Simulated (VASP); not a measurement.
# CsI (Pm-3m) in VASP: single point with PBE

Aim: the single point of CsI with PBE.

Everything below comes from runs of VASP 6.6.1. Logs are shortened: lines on timing, memory, paths and dates and some standing lists are left out, and cuts for length are marked.

### 1 The cell of the first run

It takes space group Pm-3m (No. 221, cubic). The conventional cell has a = 4.665 Å, b = 4.665 Å, c = 4.665 Å, α = 90.00°, β = 90.00°, γ = 90.00°. Cs (site symmetry m-3m) has 8 I at 4.04 Å and 6 Cs at 4.67 Å within 5.3 Å. I (site symmetry m-3m) has 8 Cs at 4.04 Å and 6 I at 4.67 Å within 5.3 Å.

### 2 Single point, PBE, non-collinear spin, zero start, spin-orbit coupling

File INCAR:

```
SYSTEM = CsI
PREC = Accurate
ENCUT = 500
EDIFF = 1E-6
ISMEAR = 0
SIGMA = 0.05
LREAL = .FALSE.
LASPH = .TRUE.
NELM = 200
ALGO = Normal
ISIF = 2
LWAVE = .FALSE.
LCHARG = .TRUE.
LNONCOLLINEAR = .TRUE.
MAGMOM = 0 0 0 0 0 0
LORBIT = 11
LSORBIT = .TRUE.
GGA_COMPAT = .FALSE.
LORBMOM = .TRUE.
GGA = PE
LVHAR = .TRUE.
NBANDS = 28
```

File KPOINTS:

```
Automatic mesh
0
G
  8 8 8
  0 0 0
```

File POSCAR:

```
CsI
1.0
    4.6654673611      0.0000000000      0.0000000000
    0.0000000000      4.6654673611      0.0000000000
    0.0000000000      0.0000000000      4.6654673611
Cs I
1 1
Direct
    0.0000000000      0.0000000000      0.0000000000
    0.5000000000      0.5000000000      0.5000000000
```

Potentials or basis: VASP PAW PBE potentials, release 64 (Cs_sv, I).

On the command line:

```sh
$ cat potpaw_PBE.64/Cs_sv/POTCAR potpaw_PBE.64/I/POTCAR > POTCAR
$ mpirun -np 1 vasp_ncl > vasp.out
```

OUTCAR:

```text
SYSTEM = CsI
   PREC = Accurate
   ENCUT = 500
   EDIFF = 1E-6
   ISMEAR = 0
   LREAL = .FALSE.
   LASPH = .TRUE.
   NELM = 200
   ISIF = 2
   LNONCOLLINEAR = .TRUE.
   LORBIT = 11
   LSORBIT = .TRUE.
   GGA = PE

 ion  position               nearest neighbor table
   1  0.000  0.000  0.000-
   2  0.500  0.500  0.500-

  LATTYP: Found a simple cubic cell.
 ALAT       =     4.6654673611

  Lattice vectors:

 A1 = (   4.6654673611,   0.0000000000,   0.0000000000)
 A2 = (   0.0000000000,   4.6654673611,   0.0000000000)
 A3 = (   0.0000000000,   0.0000000000,   4.6654673611)

Analysis of symmetry for initial positions (statically):
=====================================================================
 Subroutine PRICEL returns:
 Original cell was already a primitive cell.

 Routine SETGRP: Setting up the symmetry group for a
 simple cubic supercell.

 Subroutine GETGRP returns: Found 48 space group operations
 (whereof 48 operations were pure point group operations)
 out of a pool of 48 trial point group operations.

The static configuration has the point symmetry O_h .

Analysis of symmetry for dynamics (positions and initial velocities):
=====================================================================
 Subroutine PRICEL returns:
 Original cell was already a primitive cell.

 Routine SETGRP: Setting up the symmetry group for a
 simple cubic supercell.

 Subroutine GETGRP returns: Found 48 space group operations
 (whereof 48 operations were pure point group operations)
 out of a pool of 48 trial point group operations.

The dynamic configuration has the point symmetry O_h .

Analysis of structural, dynamic, and magnetic symmetry:
=====================================================================
 Subroutine PRICEL returns:
 Original cell was already a primitive cell.

 Routine SETGRP: Setting up the symmetry group for a
 simple cubic supercell.

 Subroutine GETGRP returns: Found 48 space group operations
 (whereof 48 operations were pure point group operations)
 out of a pool of 48 trial point group operations.

The overall configuration has the point symmetry O_h .

 Subroutine INISYM returns: Found 48 space group operations
 (whereof 48 operations are pure point group operations),
 and found     1 'primitive' translations

----------------------------------------------------------------------------------------

                                     Primitive cell

  volume of cell :     101.5513

  direct lattice vectors                    reciprocal lattice vectors
     4.665467361  0.000000000  0.000000000     0.214340799  0.000000000  0.000000000
     0.000000000  4.665467361  0.000000000     0.000000000  0.214340799  0.000000000
     0.000000000  0.000000000  4.665467361     0.000000000  0.000000000  0.214340799

  length of vectors
     4.665467361  4.665467361  4.665467361     0.214340799  0.214340799  0.214340799

  position of ions in fractional coordinates (direct lattice)
     0.000000000  0.000000000  0.000000000
     0.500000000  0.500000000  0.500000000

  ion indices of the primitive-cell ions
   primitive index   ion index
                 1           1
                 2           2

----------------------------------------------------------------------------------------

 KPOINTS: Automatic mesh

Automatic generation of k-mesh.
 Grid dimensions read from file:
 generate k-points for:    8    8    8

 Generating k-lattice:

  Cartesian coordinates                     Fractional coordinates (reciprocal lattice)
     0.026792600  0.000000000  0.000000000     0.125000000  0.000000000  0.000000000
     0.000000000  0.026792600  0.000000000     0.000000000  0.125000000  0.000000000
     0.000000000  0.000000000  0.026792600     0.000000000  0.000000000  0.125000000

  Length of vectors
     0.026792600  0.026792600  0.026792600

  Shift w.r.t. Gamma in fractional coordinates (k-lattice)
     0.000000000  0.000000000  0.000000000

 Subroutine IBZKPT returns following result:
 ===========================================

 Found     35 irreducible k-points:

 Following reciprocal coordinates:
            Coordinates               Weight
  0.000000  0.000000  0.000000      1.000000
  0.125000  0.000000  0.000000      6.000000
  0.250000  0.000000  0.000000      6.000000
  0.375000  0.000000  0.000000      6.000000
  0.500000  0.000000  0.000000      3.000000
  0.125000  0.125000  0.000000     12.000000
[... 16 lines left out ...]
  0.375000  0.375000  0.125000     24.000000
  0.500000  0.375000  0.125000     24.000000
 [... further k-points ...]
   k-points           NKPTS =     35   k-points in BZ     NKDIM =     35   number of bands    NBANDS=     28
   number of dos      NEDOS =    301   number of ions     NIONS =      2
[... 27 lines left out ...]
   NELECT =      16.0000    total number of electrons
   NUPDOWN=      -1.0000    fix difference up-down
   EMIN   =  10.00;   EMAX   =-10.00  energy-range for DOS
   EFERMI =   0.00;   METHOD = LEGACY
   ISMEAR =     0;   SIGMA  =   0.05  broadening in eV -4-tet -1-fermi 0-gaus
   EFERMI_NEDOS =   21; number of points for ismear=-14 and -15
   IALGO  =     38    algorithm
   IMIX   =      4    mixing-type and parameters
     AMIX     =   0.40;   BMIX     =  1.00
     AMIX_MAG =   1.60;   BMIX_MAG =  1.00
  volume/ion in A,a.u.               =      50.78       342.65
  Fermi-wavevector in a.u.,A,eV,Ry     =   0.884205  1.670905 10.637288  0.781819
  Thomas-Fermi vector in A             =   2.005074
   LORBIT       =     11    0 simple, 1 ext, 2 COOP (PROOUT), +10 PAW based schemes
   GGA     = PE    functional components
   LHFCALC =     F    Hartree Fock is set to
   AEXX    =    0.0000 exact exchange contribution
   IVDW    =     0    specifies the selected vdW correction
   LEPSILON=     F    determine dielectric tensor
   LRPA    =     F    only Hartree local field effects (RPA)
 Gauss-broadening in eV      SIGMA  =   0.05
  energy-cutoff  :      500.00
  volume of cell :      101.55
 maximum number of plane-waves:      5224
 NGX is ok and might be reduce to    36
   NGX = 17   NGY = 17   NGZ = 17

 number of electron      15.9999999 magnetization       0.0000000      0.0000000      0.0000000

 number of electron      15.9999999 magnetization      -0.0000000      0.0000000      0.0000000

 number of electron      15.9999999 magnetization      -0.0000000     -0.0000000     -0.0000000

 number of electron      15.9999999 magnetization       0.0000000     -0.0000000     -0.0000000

 Free energy of the ion-electron system (eV)
  ---------------------------------------------------
  ext. energy  EPLUGINS =         0.00000000
  ---------------------------------------------------
  free energy    TOTEN  =        -5.73099585 eV

  energy without entropy =       -5.73099585  energy(sigma->0) =       -5.73099585

 E-fermi :   0.8937     XC(G=0):  -7.5011

 val. band max:        0.6687841058   @ k =   0.0000   0.0000   0.0000
 cond. band min:       4.1190728447   @ k =   0.0000   0.0000   0.0000
 fundamental gap:      3.4502887389
 Fermi energy:         0.8937499769

 k-point     1 :       0.0000    0.0000    0.0000
  band No.  band energies     occupation
      1     -20.0276      1.00000
      2     -20.0276      1.00000
      3     -10.1127      1.00000
      4     -10.1127      1.00000
      5      -7.8131      1.00000
      6      -7.8131      1.00000
[... 733 lines left out ...]
     27       9.2373      0.00000
     28       9.2373      0.00000

 [... further k-points ...]

------------------------ aborting loop because EDIFF is reached ----------------------------------------

  FORCE on cell =-STRESS in cart. coord.  units (eV):
  Direction    XX          YY          ZZ          XY          YZ          ZX
  --------------------------------------------------------------------------------------
  -------------------------------------------------------------------------------------
  Total        0.0215049      0.0215049      0.0215049      0.0000000     -0.0000000      0.0000000
  in kB        0.3392834      0.3392834      0.3392834      0.0000000     -0.0000000      0.0000000
  external PRESSURE =       0.3392834 kB  Pullay stress =       0.0000000 kB

 VOLUME and BASIS-vectors are now :
 -----------------------------------------------------------------------------
  energy-cutoff  :      500.00
  volume of cell :      101.55
      direct lattice vectors                 reciprocal lattice vectors
     4.665467361  0.000000000  0.000000000     0.214340799  0.000000000  0.000000000
     0.000000000  4.665467361  0.000000000     0.000000000  0.214340799  0.000000000
     0.000000000  0.000000000  4.665467361     0.000000000  0.000000000  0.214340799

 POSITION                                       TOTAL-FORCE (eV/Angst)
 -----------------------------------------------------------------------------------
      0.00000      0.00000      0.00000         0.000000      0.000000      0.000000
      2.33273      2.33273      2.33273         0.000000      0.000000      0.000000
 -----------------------------------------------------------------------------------
    total drift:                               -0.000000      0.000000      0.000000

  FREE ENERGIE OF THE ION-ELECTRON SYSTEM (eV)
  ---------------------------------------------------
  free  energy   TOTEN  =        -5.7309958518 eV

  energy  without entropy=       -5.7309958518  energy(sigma->0) =       -5.73099585

 orbital moment (x)

 # of ion     p       d       tot
 ----------------------------------------
  1         0.000   0.000   0.000
  2         0.000   0.000   0.000
 ----------------------------------------
            0.000   0.000   0.000

 orbital moment (y)

 # of ion     p       d       tot
 ----------------------------------------
  1        -0.000  -0.000  -0.000
  2         0.000  -0.000  -0.000
 ----------------------------------------
           -0.000  -0.000  -0.000

 orbital moment (z)

 # of ion     p       d       tot
 ----------------------------------------
  1         0.000  -0.000  -0.000
  2         0.000  -0.000  -0.000
 ----------------------------------------
            0.000  -0.000  -0.000

 Spin-Orbit-Coupling matrix elements

 Ion:    1  E_soc:     -0.3269424
 l=   1
     0.0000000    -0.0544234    -0.0544234
    -0.0544234     0.0000000    -0.0544234
    -0.0544234    -0.0544234     0.0000000
 l=   2
     0.0000000    -0.0000197     0.0000000    -0.0000197    -0.0000472
    -0.0000197     0.0000000    -0.0000354    -0.0000197    -0.0000118
     0.0000000    -0.0000354     0.0000000    -0.0000354     0.0000000
    -0.0000197    -0.0000197    -0.0000354     0.0000000    -0.0000118
    -0.0000472    -0.0000118     0.0000000    -0.0000118     0.0000000
 l=   3
     0.0000000     0.0000000     0.0000000     0.0000000     0.0000000     0.0000000     0.0000000
     0.0000000     0.0000000     0.0000000     0.0000000     0.0000000     0.0000000     0.0000000
     0.0000000     0.0000000     0.0000000     0.0000000     0.0000000     0.0000000     0.0000000
     0.0000000     0.0000000     0.0000000     0.0000000     0.0000000     0.0000000     0.0000000
     0.0000000     0.0000000     0.0000000     0.0000000     0.0000000     0.0000000     0.0000000
     0.0000000     0.0000000     0.0000000     0.0000000     0.0000000     0.0000000     0.0000000
     0.0000000     0.0000000     0.0000000     0.0000000     0.0000000     0.0000000     0.0000000

 Ion:    2  E_soc:     -0.2528797
 l=   1
     0.0000000    -0.0421410    -0.0421410
    -0.0421410     0.0000000    -0.0421410
    -0.0421410    -0.0421410     0.0000000
 l=   2
     0.0000000    -0.0000007     0.0000000    -0.0000007    -0.0000049
    -0.0000007     0.0000000    -0.0000037    -0.0000007    -0.0000012
     0.0000000    -0.0000037     0.0000000    -0.0000037     0.0000000
    -0.0000007    -0.0000007    -0.0000037     0.0000000    -0.0000012
    -0.0000049    -0.0000012     0.0000000    -0.0000012     0.0000000
 l=   3
     0.0000000     0.0000000     0.0000000     0.0000000     0.0000000     0.0000000     0.0000000
     0.0000000     0.0000000     0.0000000     0.0000000     0.0000000     0.0000000     0.0000000
     0.0000000     0.0000000     0.0000000     0.0000000     0.0000000     0.0000000     0.0000000
     0.0000000     0.0000000     0.0000000     0.0000000     0.0000000     0.0000000     0.0000000
     0.0000000     0.0000000     0.0000000     0.0000000     0.0000000     0.0000000     0.0000000
     0.0000000     0.0000000     0.0000000     0.0000000     0.0000000     0.0000000     0.0000000
     0.0000000     0.0000000     0.0000000     0.0000000     0.0000000     0.0000000     0.0000000

 total charge

# of ion       s       p       d       tot
------------------------------------------
    1        1.835   4.703   0.025   6.563
    2        1.495   2.830   0.002   4.327
--------------------------------------------------
tot          3.330   7.533   0.026  10.890

 magnetization (x)

# of ion       s       p       d       tot
------------------------------------------
    1        0.000   0.000   0.000   0.000
    2       -0.000   0.000   0.000  -0.000
--------------------------------------------------
tot          0.000   0.000   0.000   0.000

 magnetization (y)

# of ion       s       p       d       tot
------------------------------------------
    1        0.000  -0.000  -0.000  -0.000
    2       -0.000  -0.000   0.000  -0.000
--------------------------------------------------
tot         -0.000  -0.000  -0.000  -0.000

 magnetization (z)

# of ion       s       p       d       tot
------------------------------------------
    1       -0.000  -0.000  -0.000  -0.000
    2        0.000  -0.000  -0.000  -0.000
--------------------------------------------------
tot         -0.000  -0.000  -0.000  -0.000
```

It took 77 s on 1 thread of AMD EPYC 9R45 (Zen 5), shared host; peak memory 0.43 GiB.

What came out:

| Item | Value |
| --- | --- |
| Free energy | -5.7310 eV |
| Pressure | 0.0 GPa |
| Net moment | 0.00 μB per cell |
| Valence electrons inside the program's atomic spheres | Cs 6.56; I 4.33 |

Moments on the atoms (μB; x, y, z):
```
Cs  0.00 0.00 0.00
I   0.00 0.00 0.00
```
